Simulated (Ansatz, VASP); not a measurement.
# LiCl in VASP and in Ansatz

```
CELL_PARAMETERS angstrom
0.00000 2.64170 2.60323
2.64170 0.00000 2.60323
2.64170 2.64170 0.00000
ATOMIC_POSITIONS crystal
Li 0.00000 0.00000 0.00000
Cl 0.50000 0.50000 0.50000
```

Change from the starting cell: strain +0.030 along x and y, +0.015 along z, atoms carried along.

Alike in both runs: task single point; functional r2SCAN; k mesh 8 × 8 × 8; occupations gaussian, width 0.05 eV; no spin polarisation.

|  | VASP | Ansatz |
| --- | --- | --- |
| version | VASP 6.6.1 | Ansatz 0.2.0 |
| potentials or method | VASP PAW PBE potentials, release 64 (Li_sv, Cl), cutoff 520 eV | scalar-relativistic, plane waves, PAW |
| valence electrons in the cell | 10 | 10 |

VASP gave:

* gap on the k mesh at the Fermi level (eV): 6.86
* least direct gap on the mesh (eV): 6.86

Question: Estimate Ansatz's values.

Answer: gap on the k mesh at the Fermi level (eV): 6.78; least direct gap on the mesh (eV): 6.78.

VASP's potentials were made for PBE, not for r2SCAN. The functional is the same, so the differences come from potentials, cutoffs and numerics.

Noted on VASP's run: the cutoff is under 1.25 times that of the potentials, so the pressure is a little rough.
